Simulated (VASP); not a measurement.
# CsLiCr2Te2S3 (R32) in VASP: further runs

Runs on CsLiCr2Te2S3. Level: PBE. Tasks: single point.

All numbers are computed with VASP 6.6.1; they aren't measurements. Logs are shortened: lines on timing, memory, paths and dates and some standing lists are left out, and cuts for length are marked.

## 1. The cell of the first run

It takes space group R32 (No. 155, trigonal). Conventional cell: a = 6.638 Å, b = 6.638 Å, c = 20.641 Å, α = 90.00°, β = 90.00°, γ = 120.00°. Cs (site symmetry 32) has 6 Te at 3.84 Å and 6 S at 4.04 Å and 8 Cr at 4.16 to 4.70 Å and 6 Li at 5.15 Å within 5.2 Å. Within 3.2 Å of Li (site symmetry 32) lie 3 S at 2.42 Å. Cr (site symmetry 3) has 3 S at 2.24 Å and 1 Te at 2.45 Å within 3.0 Å. Within 3.2 Å of Te (site symmetry 3) lie 1 Cr at 2.45 Å. S (site symmetry 2) has 2 Cr at 2.24 Å and 1 Li at 2.42 Å within 3.0 Å.

## 2. Single point, PBE, collinear spin, ferromagnetic start

Input file INCAR:

```
SYSTEM = CsLiCr2Te2S3
  ALGO = Normal
  EDIFF = 1E-6
  ENCUT = 520
  GGA = PE
  ISIF = 2
  ISMEAR = -1
  ISPIN = 2
  LASPH = .TRUE.
  LCHARG = .FALSE.
  LMAXMIX = 4
  LORBIT = 11
  LREAL = .FALSE.
  LWAVE = .FALSE.
  MAGMOM = 0 0 3 3 0 0 0 0 0
  NBANDS = 47
  NELM = 150
  PREC = Accurate
  SIGMA = 0.05
```

Input file KPOINTS:

```
k-points
0
G
  4 4 4
  0 0 0
```

Input file POSCAR:

```
CsLiCr2Te2S3
1.0
    3.3190776142      1.9162686872      6.8804998449
   -3.3190776142      1.9162686872      6.8804998449
    0.0000000000     -3.8325423749      6.8804984522
Cs Li Cr Te S
1 1 2 2 3
Direct
    0.0000000000      0.0000000000      0.0000000000
    0.5000000000      0.5000000000      0.5000000000
    0.7984583493      0.7984583493      0.7984583493
    0.2015416507      0.2015416507      0.2015416507
    0.6799719354      0.6799719354      0.6799719354
    0.3200280646      0.3200280646      0.3200280646
    0.1361854070      0.8638145930      0.5000000000
    0.5000000000      0.1361854070      0.8638145930
    0.8638145930      0.5000000000      0.1361854070
```

Potentials or basis: VASP PAW PBE potentials, release 64 (Cs_sv, Li_sv, Cr_pv, Te, S).

The run is started by

```console
$ cat potpaw_PBE.64/Cs_sv/POTCAR potpaw_PBE.64/Li_sv/POTCAR potpaw_PBE.64/Cr_pv/POTCAR potpaw_PBE.64/Te/POTCAR potpaw_PBE.64/S/POTCAR > POTCAR
$ mpirun -np 1 vasp_std > vasp.out
```

OUTCAR:

```text
SYSTEM = CsLiCr2Te2S3
   EDIFF = 1E-6
   ENCUT = 520
   GGA = PE
   ISIF = 2
   ISMEAR = -1
   ISPIN = 2
   LASPH = .TRUE.
   LORBIT = 11
   LREAL = .FALSE.
   NELM = 150
   PREC = Accurate

 ion  position               nearest neighbor table
   1  0.000  0.000  0.000-
   2  0.500  0.500  0.500-   7 2.42   8 2.42   9 2.42
   3  0.798  0.798  0.798-   8 2.24   9 2.24   7 2.24   5 2.45
   4  0.202  0.202  0.202-   9 2.24   8 2.24   7 2.24   6 2.45
   5  0.680  0.680  0.680-   3 2.45
   6  0.320  0.320  0.320-   4 2.45
   7  0.136  0.864  0.500-   3 2.24   4 2.24   2 2.42
   8  0.500  0.136  0.864-   3 2.24   4 2.24   2 2.42
   9  0.864  0.500  0.136-   4 2.24   3 2.24   2 2.42

  LATTYP: Found a trigonal (rhomboedric) cell.
 ALAT       =     7.8758897914
 COS(alpha) =     0.6448060570

  Lattice vectors:

 A1 = (   3.3190776142,   1.9162686872,   6.8804998449)
 A2 = (  -3.3190776142,   1.9162686872,   6.8804998449)
 A3 = (   0.0000000000,  -3.8325423749,   6.8804984522)

Analysis of symmetry for initial positions (statically):
=====================================================================
 Subroutine PRICEL returns:
 Original cell was already a primitive cell.

 Routine SETGRP: Setting up the symmetry group for a
 trigonal (rhombohedral) supercell.

 Subroutine GETGRP returns: Found  6 space group operations
 (whereof  6 operations were pure point group operations)
 out of a pool of 12 trial point group operations.

The static configuration has the point symmetry D_3 .

Analysis of symmetry for dynamics (positions and initial velocities):
=====================================================================
 Subroutine PRICEL returns:
 Original cell was already a primitive cell.

 Routine SETGRP: Setting up the symmetry group for a
 trigonal (rhombohedral) supercell.

 Subroutine GETGRP returns: Found  6 space group operations
 (whereof  6 operations were pure point group operations)
 out of a pool of 12 trial point group operations.

The dynamic configuration has the point symmetry D_3 .

Analysis of structural, dynamic, and magnetic symmetry:
=====================================================================
 Subroutine PRICEL returns:
[... 152 lines left out ...]
  ---------------------------------------------------
  ext. energy  EPLUGINS =         0.00000000
  ---------------------------------------------------
  free energy    TOTEN  =       -45.68194053 eV

  energy without entropy =      -45.66289202  energy(sigma->0) =      -45.67241628

 E-fermi :   2.9120     XC(G=0):  -8.3937

 val. band max:        2.8795519783   @ k =   0.5000   0.5000   0.0000
 cond. band min:       2.9889977954   @ k =   0.0000   0.0000   0.0000
 fundamental gap:      0.1094458172
 Fermi energy:         2.9120027627

 spin component 1

 k-point     1 :       0.0000    0.0000    0.0000
  band No.  band energies     occupation
      1     -43.1401      1.00000
      2     -41.4206      1.00000
      3     -41.4206      1.00000
      4     -41.4180      1.00000
      5     -41.4180      1.00000
      6     -41.3202      1.00000
[... 613 lines left out ...]
     44       7.6312      0.00000
     45       8.2833      0.00000
 Fermi energy:         2.9120027627

 spin component 2

 k-point     1 :       0.0000    0.0000    0.0000
  band No.  band energies     occupation
      1     -43.1305      1.00000
      2     -39.2047      1.00000
      3     -39.2040      1.00000
      4     -38.9651      1.00000
      5     -38.9651      1.00000
      6     -38.9616      1.00000
[... 613 lines left out ...]
     44       7.7954      0.00000
     45       8.1987      0.00000
 [bands above 45 left out]

------------------------ aborting loop because EDIFF is reached ----------------------------------------

  FORCE on cell =-STRESS in cart. coord.  units (eV):
  Direction    XX          YY          ZZ          XY          YZ          ZX
  --------------------------------------------------------------------------------------
  -------------------------------------------------------------------------------------
  Total        0.0091801      0.0091801     -0.0806872      0.0000000      0.0000000      0.0000000
  in kB        0.0560158      0.0560158     -0.4923453      0.0000000      0.0000001      0.0000000
  external PRESSURE =      -0.1267712 kB  Pullay stress =       0.0000000 kB

 VOLUME and BASIS-vectors are now :
 -----------------------------------------------------------------------------
  energy-cutoff  :      520.00
  volume of cell :      262.57
      direct lattice vectors                 reciprocal lattice vectors
     3.319077614  1.916268687  6.880499845     0.150644263  0.086974494  0.048446117
    -3.319077614  1.916268687  6.880499845    -0.150644263  0.086974494  0.048446117
     0.000000000 -3.832542375  6.880498452     0.000000000 -0.173949023  0.048446054

 POSITION                                       TOTAL-FORCE (eV/Angst)
 -----------------------------------------------------------------------------------
      0.00000      0.00000      0.00000        -0.000000      0.000000      0.000000
      0.00000     -0.00000     10.32075        -0.000000      0.000000      0.000000
      0.00000     -0.00000     16.48138        -0.000000      0.000000     -0.005326
      0.00000     -0.00000      4.16012        -0.000000     -0.000000      0.005326
      0.00000     -0.00000     14.03564        -0.000000     -0.000000      0.003302
      0.00000     -0.00000      6.60586        -0.000000      0.000000     -0.003302
     -2.41506     -0.00000     10.32075         0.001599      0.000000      0.000000
      1.20753     -2.09150     10.32075        -0.000800      0.001385      0.000000
      1.20753      2.09150     10.32075        -0.000800     -0.001385     -0.000000
 -----------------------------------------------------------------------------------
    total drift:                                0.000000      0.000000     -0.000000

  FREE ENERGIE OF THE ION-ELECTRON SYSTEM (eV)
  ---------------------------------------------------
  free  energy   TOTEN  =       -45.6819405316 eV

  energy  without entropy=      -45.6628920196  energy(sigma->0) =      -45.67241628

 total charge

# of ion       s       p       d       tot
------------------------------------------
    1        1.835   4.699   0.037   6.570
    2        2.015   0.044   0.000   2.059
    3        0.342   6.287   4.158  10.787
    4        0.342   6.287   4.158  10.787
    5        1.385   1.989   0.020   3.394
    6        1.385   1.989   0.020   3.394
    7        1.330   2.416   0.000   3.746
    8        1.330   2.416   0.000   3.746
    9        1.330   2.416   0.000   3.746
--------------------------------------------------
tot         11.295  28.543   8.391  48.230

 magnetization (x)

# of ion       s       p       d       tot
------------------------------------------
    1       -0.000  -0.006  -0.002  -0.008
    2        0.002   0.002   0.000   0.004
    3        0.032   0.027   2.258   2.316
    4        0.032   0.027   2.258   2.316
    5       -0.006  -0.224   0.003  -0.227
    6       -0.006  -0.224   0.003  -0.227
    7       -0.004  -0.079   0.000  -0.083
    8       -0.004  -0.079   0.000  -0.083
    9       -0.004  -0.079   0.000  -0.083
--------------------------------------------------
tot          0.041  -0.636   4.520   3.925
```

stdout:

```text
POSCAR found type information on POSCAR CsLiCrTeS
 POSCAR found :  5 types and       9 ions
 scaLAPACK will be used
 LDA part: xc-table for (Slater+PW92), standard interpolation
 POSCAR, INCAR and KPOINTS ok, starting setup
 FFT: planning ... GRIDC
 FFT: planning ... GRID_SOFT
 FFT: planning ... GRID
 WAVECAR not read
 entering main loop
```

It took 21 min on 1 thread of Intel Xeon 8259CL, shared host; peak memory 0.8 GiB.

What came out:

- Free energy: -45.6819 eV
- Largest force: 0.005 eV/Å
- Band gap on the k mesh: zero (filled and empty bands overlap)
- Net moment: 4.00 μB per cell
- Site moments: Cs -0.01; Li +0.00; Cr +2.32; Te -0.23; S -0.08 μB
- Valence electrons inside the program's atomic spheres: Cs 6.57; Li 2.06; Cr 10.79; Te 3.39; S 3.75

Forces on the atoms (eV/Å):
```
Cs   0.000  0.000  0.000
Li   0.000  0.000  0.000
Cr   0.000  0.000 -0.005
Cr   0.000  0.000  0.005
Te   0.000  0.000  0.003
Te   0.000  0.000 -0.003
S    0.002  0.000  0.000
S   -0.001  0.001  0.000
S   -0.001 -0.001  0.000
```

Levels at points of the mesh, in eV from the Fermi level:
Spin up:
```
           k point  band 31  band 32  band 33  band 34  band 35  band 36  band 37  band 38  band 39  band 40
(0.00, 0.00, 0.00)    -1.47    -0.49    -0.49    -0.16    -0.16     0.08     0.34     0.34     1.72     1.80
(0.50, 0.00, 0.00)    -1.35    -1.08    -0.50    -0.26    -0.18     0.41     0.79     0.79     0.87     1.06
(0.50, 0.50, 0.00)    -0.94    -0.83    -0.66    -0.34    -0.03     0.11     0.43     0.43     0.90     1.20
(0.50, 0.50, 0.50)    -1.44    -1.15    -1.15    -0.44    -0.21    -0.21     0.87     0.87     1.14     1.64
```
Spin down:
| k point | band 27 | band 28 | band 29 | band 30 | band 31 | band 32 | band 33 | band 34 | band 35 | band 36 |
| --- | --- | --- | --- | --- | --- | --- | --- | --- | --- | --- |
| (0.00, 0.00, 0.00) | -2.07 | -2.03 | -1.75 | -0.22 | -0.22 | 0.73 | 0.73 | 1.06 | 1.06 | 1.08 |
| (0.50, 0.00, 0.00) | -2.00 | -1.67 | -1.48 | -0.89 | -0.77 | 0.81 | 1.10 | 1.28 | 1.59 | 1.68 |
| (0.50, 0.50, 0.00) | -2.17 | -1.93 | -1.59 | -0.68 | -0.30 | 0.86 | 0.89 | 1.07 | 1.49 | 1.50 |
| (0.50, 0.50, 0.50) | -1.89 | -1.65 | -1.65 | -0.74 | -0.74 | 0.72 | 0.72 | 0.87 | 1.20 | 1.20 |

Caveat: the cutoff is under 1.25 times the usual one of these potentials, so pressure, stress and relaxed cells hold a basis-set (Pulay) error; spin-orbit coupling is left out, which moves the levels of the heavy elements; the run started ferromagnetic, and an antiferromagnetic order may lie lower in energy.

## 3. Single point, PBE, collinear spin, ferromagnetic start

This run uses another cell than the first one, of 19.77 Å³/atom.

Input file INCAR:

```
SYSTEM = CsLiCr2Te2S3
ALGO = Normal
EDIFF = 1E-6
ENCUT = 520
GGA = PE
ISIF = 2
ISMEAR = -1
ISPIN = 2
LASPH = .True.
LCHARG = .True.
LELF = .True.
LMAXMIX = 4
LORBIT = 11
LREAL = .False.
LVHAR = .True.
LWAVE = .False.
MAGMOM = 0 0 3 3 0 0 0 0 0
NBANDS = 47
NELM = 150
PREC = Accurate
SIGMA = 0.05
```

Input file KPOINTS:

```
k-points
0
Gamma
  4 4 4
  0 0 0
```

Input file POSCAR:

```
CsLiCr2Te2S3
1.0
    3.0139980276      1.7401312027      5.6546085672
   -3.0139980276      1.7401312027      5.6546085672
    0.0000000000     -3.4802665150      5.6546073025
Cs Li Cr Te S
1 1 2 2 3
Direct
    0.0000000000      0.0000000000      0.0000000000
    0.5000000000      0.5000000000      0.5000000000
    0.7841537050      0.7841537050      0.7841537050
    0.2158462950      0.2158462950      0.2158462950
    0.6466546564      0.6466546564      0.6466546564
    0.3533453436      0.3533453436      0.3533453436
    0.1400897658      0.8599102342      0.5000000000
    0.5000000000      0.1400897658      0.8599102342
    0.8599102342      0.5000000000      0.1400897658
```

Potentials or basis: VASP PAW PBE potentials, release 64 (Cs_sv, Li_sv, Cr_pv, Te, S).

The run is started by

```console
$ cat potpaw_PBE.64/Cs_sv/POTCAR potpaw_PBE.64/Li_sv/POTCAR potpaw_PBE.64/Cr_pv/POTCAR potpaw_PBE.64/Te/POTCAR potpaw_PBE.64/S/POTCAR > POTCAR
$ mpirun -np 1 vasp_std > vasp.out
```

Wall time 4.9 min (1 thread of Intel Xeon Platinum 8488C (Sapphire Rapids), shared host); peak memory 0.55 GiB.

The run converged. Its results:

```
Free energy                                           : -42.3257 eV
Largest force                                         : 0.036 eV/Å
Net moment                                            : 3.93 μB per cell
Site moments                                          : Cs -0.01; Li +0.01; Cr +1.94; Te -0.10; S -0.05 μB
Valence electrons inside the program's atomic spheres : Cs 6.65; Li 2.16; Cr 11.19; Te 3.50; S 3.82
```

Forces on the atoms (eV/Å):
```
Cs   0.000  0.000  0.000
Li   0.000  0.000  0.000
Cr   0.000  0.000 -0.036
Cr   0.000  0.000  0.036
Te   0.000  0.000  0.032
Te   0.000  0.000 -0.032
S   -0.008  0.000  0.000
S    0.004 -0.007  0.000
S    0.004  0.007  0.000
```

Levels at points of the mesh, in eV from the Fermi level:
Spin up:
```csv
k point,band 33,band 34,band 35,band 36,band 37,band 38
"(0.00, 0.00, 0.00)",-0.27,-0.14,-0.14,-0.09,0.21,0.21
"(0.50, 0.00, 0.00)",-0.60,-0.22,0.01,0.41,0.69,0.86
"(0.50, 0.50, 0.00)",-0.83,-0.74,-0.14,0.38,0.43,0.70
"(0.50, 0.50, 0.50)",-1.22,-0.74,-0.27,-0.27,0.67,0.83
```
Spin down:
| k point | band 28 | band 29 | band 30 | band 31 | band 32 | band 33 | band 34 | band 35 |
| --- | --- | --- | --- | --- | --- | --- | --- | --- |
| (0.00, 0.00, 0.00) | -2.31 | -1.12 | -0.13 | -0.13 | 0.24 | 0.24 | 0.47 | 0.89 |
| (0.50, 0.00, 0.00) | -2.02 | -1.81 | -1.21 | -0.84 | 0.44 | 0.49 | 0.95 | 1.21 |
| (0.50, 0.50, 0.00) | -2.11 | -1.95 | -1.11 | -0.53 | 0.10 | 0.39 | 0.77 | 1.01 |
| (0.50, 0.50, 0.50) | -2.18 | -2.02 | -0.61 | -0.61 | 0.14 | 0.14 | 0.46 | 0.75 |

Caveat: the cutoff is under 1.25 times the usual one of these potentials, so pressure, stress and relaxed cells hold a basis-set (Pulay) error; spin-orbit coupling is left out, which moves the levels of the heavy elements; the run started ferromagnetic, and an antiferromagnetic order may lie lower in energy. With open d or f shells a metallic result of PBE can be an artefact of self-interaction; +U or a hybrid may open a gap.

(Part 1 of 2 ends here.)

The gap in the log of VASP goes by the Fermi energy; the results here count the filled bands.